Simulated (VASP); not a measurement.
# LiF (Fm-3m) in VASP: a series of runs, part 2 of 2

VASP 6.6.1. Earlier steps stand in the parts before.

## (4) Single point, PBE (strain -2.0%)

INCAR reads:

```
SYSTEM = LiF
ALGO = Normal
EDIFF = 1E-7
ENCUT = 520
GGA = PE
ISIF = 2
ISMEAR = -1
LASPH = .TRUE.
LCHARG = .FALSE.
LREAL = .FALSE.
LWAVE = .FALSE.
NBANDS = 12
NELM = 100
PREC = Accurate
SIGMA = 0.02
```

KPOINTS reads:

```
k-points
0
G
  10 10 10
  0 0 0
```

POSCAR reads:

```
LiF
1.0
    0.0000000000      1.9549743028      1.9549743028
    1.9549743028      0.0000000000      1.9549743028
    1.9549743028      1.9549743028      0.0000000000
Li F
1 1
Direct
    0.0000000000      0.0000000000      0.0000000000
    0.5000000000      0.5000000000      0.5000000000
```

Potentials or basis: VASP PAW PBE potentials, release 64 (Li_sv, F).

The run is started by

```console
$ cat potpaw_PBE.64/Li_sv/POTCAR potpaw_PBE.64/F/POTCAR > POTCAR
$ mpirun -np 1 vasp_std > vasp.out
```

OUTCAR:

```text
SYSTEM = LiF
   EDIFF = 1E-7
   ENCUT = 520
   GGA = PE
   ISIF = 2
   ISMEAR = -1
   LASPH = .TRUE.
   LREAL = .FALSE.
   NELM = 100
   PREC = Accurate

 ion  position               nearest neighbor table
   1  0.000  0.000  0.000-   2 1.95   2 1.95   2 1.95   2 1.95   2 1.95   2 1.95
   2  0.500  0.500  0.500-   1 1.95   1 1.95   1 1.95   1 1.95   1 1.95   1 1.95

  LATTYP: Found a face centered cubic cell.
 ALAT       =     3.9099486056

  Lattice vectors:

 A1 = (   0.0000000000,   1.9549743028,   1.9549743028)
 A2 = (   1.9549743028,   0.0000000000,   1.9549743028)
 A3 = (   1.9549743028,   1.9549743028,   0.0000000000)

Analysis of symmetry for initial positions (statically):
=====================================================================
 Subroutine PRICEL returns:
 Original cell was already a primitive cell.

 Routine SETGRP: Setting up the symmetry group for a
 face centered cubic supercell.

 Subroutine GETGRP returns: Found 48 space group operations
 (whereof 48 operations were pure point group operations)
 out of a pool of 48 trial point group operations.

The static configuration has the point symmetry O_h .

Analysis of symmetry for dynamics (positions and initial velocities):
=====================================================================
 Subroutine PRICEL returns:
 Original cell was already a primitive cell.

 Routine SETGRP: Setting up the symmetry group for a
 face centered cubic supercell.

 Subroutine GETGRP returns: Found 48 space group operations
 (whereof 48 operations were pure point group operations)
 out of a pool of 48 trial point group operations.

The dynamic configuration has the point symmetry O_h .

 Subroutine INISYM returns: Found 48 space group operations
 (whereof 48 operations are pure point group operations),
 and found     1 'primitive' translations

----------------------------------------------------------------------------------------

                                     Primitive cell

  volume of cell :      14.9435

  direct lattice vectors                    reciprocal lattice vectors
     0.000000000  1.954974303  1.954974303    -0.255757837  0.255757837  0.255757837
     1.954974303  0.000000000  1.954974303     0.255757837 -0.255757837  0.255757837
     1.954974303  1.954974303  0.000000000     0.255757837  0.255757837 -0.255757837

  length of vectors
     2.764751173  2.764751173  2.764751173     0.442985569  0.442985569  0.442985569

  position of ions in fractional coordinates (direct lattice)
     0.000000000  0.000000000  0.000000000
     0.500000000  0.500000000  0.500000000

  ion indices of the primitive-cell ions
   primitive index   ion index
                 1           1
                 2           2

----------------------------------------------------------------------------------------

 KPOINTS: k-points

Automatic generation of k-mesh.
 Grid dimensions read from file:
 generate k-points for:   10   10   10

 Generating k-lattice:

  Cartesian coordinates                     Fractional coordinates (reciprocal lattice)
    -0.025575784  0.025575784  0.025575784     0.100000000  0.000000000  0.000000000
     0.025575784 -0.025575784  0.025575784     0.000000000  0.100000000  0.000000000
     0.025575784  0.025575784 -0.025575784     0.000000000  0.000000000  0.100000000

  Length of vectors
     0.044298557  0.044298557  0.044298557

  Shift w.r.t. Gamma in fractional coordinates (k-lattice)
     0.000000000  0.000000000  0.000000000

 Subroutine IBZKPT returns following result:
 ===========================================

 Found     47 irreducible k-points:

 Following reciprocal coordinates:
            Coordinates               Weight
  0.000000  0.000000  0.000000      1.000000
  0.100000  0.000000  0.000000      8.000000
  0.200000  0.000000  0.000000      8.000000
  0.300000  0.000000  0.000000      8.000000
  0.400000  0.000000  0.000000      8.000000
  0.500000  0.000000  0.000000      4.000000
[... 16 lines left out ...]
  0.300000  0.300000  0.000000      6.000000
  0.400000  0.300000  0.000000     24.000000
 [... further k-points ...]
   k-points           NKPTS =     47   k-points in BZ     NKDIM =     47   number of bands    NBANDS=     12
   number of dos      NEDOS =    301   number of ions     NIONS =      2
   total plane-waves  NPLWV =  13824
   dimension x,y,z NGX =    24 NGY =   24 NGZ =   24
   dimension x,y,z NGXF=    48 NGYF=   48 NGZF=   48
   ions per type =               1   1
   NGX,Y,Z   is equivalent  to a cutoff of  14.43, 14.43, 14.43 a.u.
   NGXF,Y,Z  is equivalent  to a cutoff of  28.86, 28.86, 28.86 a.u.
 SYSTEM =  LiF
   PREC   = accura    normal or accurate (medium, high low for compatibility)
   ISTART =      0    job   : 0-new  1-cont  2-samecut
   ICHARG =      2    charge: 1-file 2-atom 10-const
   ISPIN  =      1    spin polarized calculation?
   LNONCOLLINEAR =      F non collinear calculations
   LSORBIT =      F    spin-orbit coupling
   LASPH  =      T    aspherical Exc in radial PAW
   ENCUT  =  520.0 eV  38.22 Ry    6.18 a.u.   5.14  5.14  5.14*2*pi/ulx,y,z
   NELM   =    100;   NELMIN=  2; NELMDL= -5     # of ELM steps
   EDIFF  = 0.1E-06   stopping-criterion for ELM
   LREAL  =      F    real-space projection
   EDIFFG = 0.1E-05   stopping-criterion for IOM
   NSW    =      0    number of steps for IOM
   IBRION =     -1    ionic relax: 0-MD 1-quasi-New 2-CG
   NFREE  =      0    steps in history (QN), initial steepest desc. (CG)
   ISIF   =      2    stress and relaxation
   ISYM   =      2    0-nonsym 1-usesym 2-fastsym
   POTIM  = 0.5000    time-step for ionic-motion
   TEBEG  =    0.0;   TEEND  =   0.0 temperature during run
   PSTRESS=    0.0 pullay stress
   NELECT =      10.0000    total number of electrons
   NUPDOWN=      -1.0000    fix difference up-down
   EMIN   =  10.00;   EMAX   =-10.00  energy-range for DOS
   EFERMI =   0.00;   METHOD = LEGACY
   ISMEAR =    -1;   SIGMA  =   0.02  broadening in eV -4-tet -1-fermi 0-gaus
   EFERMI_NEDOS =   21; number of points for ismear=-14 and -15
   IALGO  =     38    algorithm
   IMIX   =      4    mixing-type and parameters
     AMIX     =   0.40;   BMIX     =  1.00
     AMIX_MAG =   1.60;   BMIX_MAG =  1.00
  volume/ion in A,a.u.               =       7.47        50.42
  Fermi-wavevector in a.u.,A,eV,Ry     =   1.431937  2.705968 27.897962  2.050442
  Thomas-Fermi vector in A             =   2.551619
   LORBIT       =      0    0 simple, 1 ext, 2 COOP (PROOUT), +10 PAW based schemes
   GGA     = PE    functional components
   LHFCALC =     F    Hartree Fock is set to
   AEXX    =    0.0000 exact exchange contribution
   IVDW    =     0    specifies the selected vdW correction
   LEPSILON=     F    determine dielectric tensor
   LRPA    =     F    only Hartree local field effects (RPA)
 non-spin polarized calculation
  energy-cutoff  :      520.00
  volume of cell :       14.94
 maximum number of plane-waves:       411
 NGX is ok and might be reduce to    24
   NGX = 11   NGY = 11   NGZ = 11

 number of electron      10.0000006 magnetization

 Free energy of the ion-electron system (eV)
  ---------------------------------------------------
  ext. energy  EPLUGINS =         0.00000000
  ---------------------------------------------------
  free energy    TOTEN  =        -9.58552423 eV

  energy without entropy =       -9.58552423  energy(sigma->0) =       -9.58552423

 E-fermi :   0.0793     XC(G=0): -10.4251

 val. band max:       -0.4450530730   @ k =   0.0000   0.0000   0.0000
 cond. band min:       9.4830354210   @ k =   0.0000   0.0000   0.0000
 fundamental gap:      9.9280884940
 Fermi energy:         0.0793262898

 k-point     1 :       0.0000    0.0000    0.0000
  band No.  band energies     occupation
      1     -41.1893      2.00000
      2     -20.6785      2.00000
      3      -0.4451      2.00000
      4      -0.4451      2.00000
      5      -0.4451      2.00000
      6       9.4830      0.00000
      7      24.7230      0.00000
      8      24.7230      0.00000
      9      24.7231      0.00000
     10      24.7688      0.00000
     11      24.7688      0.00000
     12      24.7688      0.00000
[... 331 lines left out ...]
 k-point    24 :       0.4000    0.3000    0.0000
  band No.  band energies     occupation
      1     -41.1018      2.00000
      2     -20.0525      2.00000
      3      -3.0498      2.00000
      4      -1.4403      2.00000
      5      -1.3136      2.00000
      6      13.5020      0.00000
      7      16.8981      0.00000
      8      19.0724      0.00000
      9      20.7286      0.00000
     10      21.8074      0.00000
     11      35.5778      0.00000
     12      36.0868      0.00000

 [... further k-points ...]
[... 5 lines left out ...]
  --------------------------------------------------------------------------------------
  -------------------------------------------------------------------------------------
  Total        0.9149662      0.9149662      0.9149662      0.0000000      0.0000000     -0.0000000
  in kB       98.0985279     98.0985279     98.0985279      0.0000000      0.0000000     -0.0000000
  external PRESSURE =      98.0985279 kB  Pullay stress =       0.0000000 kB

 VOLUME and BASIS-vectors are now :
 -----------------------------------------------------------------------------
  energy-cutoff  :      520.00
  volume of cell :       14.94
      direct lattice vectors                 reciprocal lattice vectors
     0.000000000  1.954974303  1.954974303    -0.255757837  0.255757837  0.255757837
     1.954974303  0.000000000  1.954974303     0.255757837 -0.255757837  0.255757837
     1.954974303  1.954974303  0.000000000     0.255757837  0.255757837 -0.255757837

 POSITION                                       TOTAL-FORCE (eV/Angst)
 -----------------------------------------------------------------------------------
      0.00000      0.00000      0.00000         0.000000      0.000000      0.000000
      1.95497      1.95497      1.95497        -0.000000     -0.000000      0.000000
 -----------------------------------------------------------------------------------
    total drift:                               -0.000000     -0.000000      0.000000

  FREE ENERGIE OF THE ION-ELECTRON SYSTEM (eV)
  ---------------------------------------------------
  free  energy   TOTEN  =        -9.5855242287 eV

  energy  without entropy=       -9.5855242287  energy(sigma->0) =       -9.58552423
```

It took 3.6 s on 1 thread of Intel Xeon 6975P-C (Granite Rapids), shared host; peak memory 0.13 GiB.

What came out:

```
Free energy            : -9.5855 eV
Band gap on the k mesh : 9.93 eV
```

Levels at points of the mesh, in eV from the valence-band top:
```
           k point  band 2  band 3  band 4  band 5  band 6  band 7  band 8  band 9
(0.00, 0.00, 0.00)  -20.23    0.00    0.00    0.00    9.93   25.17   25.17   25.17
(0.50, 0.00, 0.00)  -19.73   -2.80   -0.26   -0.26   11.25   17.83   19.61   19.61
(0.50, 0.50, 0.00)  -19.39   -3.41   -1.14   -1.14   15.68   16.89   18.58   21.32
```

Caveat: the cell differs from its parent crystal (strain -2.0%); the cutoff is under 1.25 times the usual one of these potentials, so pressure, stress and relaxed cells hold a basis-set (Pulay) error. A k mesh can miss the band edges.

## (5) The runs side by side

| cell | gap on the mesh (eV) |
| --- | --- |
| a = 2.708 Å, angles 60.0°, 2 atoms | 10.57 |
| a = 2.737 Å, angles 60.0°, 2 atoms | 10.24 |
| a = 2.765 Å, angles 60.0°, 2 atoms | 9.93 |

Alike in all rows: task single point; level PBE; potentials or basis VASP PAW PBE potentials, release 64 (Li_sv, F); no spin polarisation; k mesh 10 × 10 × 10; cutoff (eV) 520; smearing fermi-dirac 0.02 eV.

Caveats: the cutoff is under 1.25 times the usual one of these potentials, so pressure, stress and relaxed cells hold a basis-set (Pulay) error.

Total energies depend on the potentials used, so only differences within one code and one set of settings carry meaning.
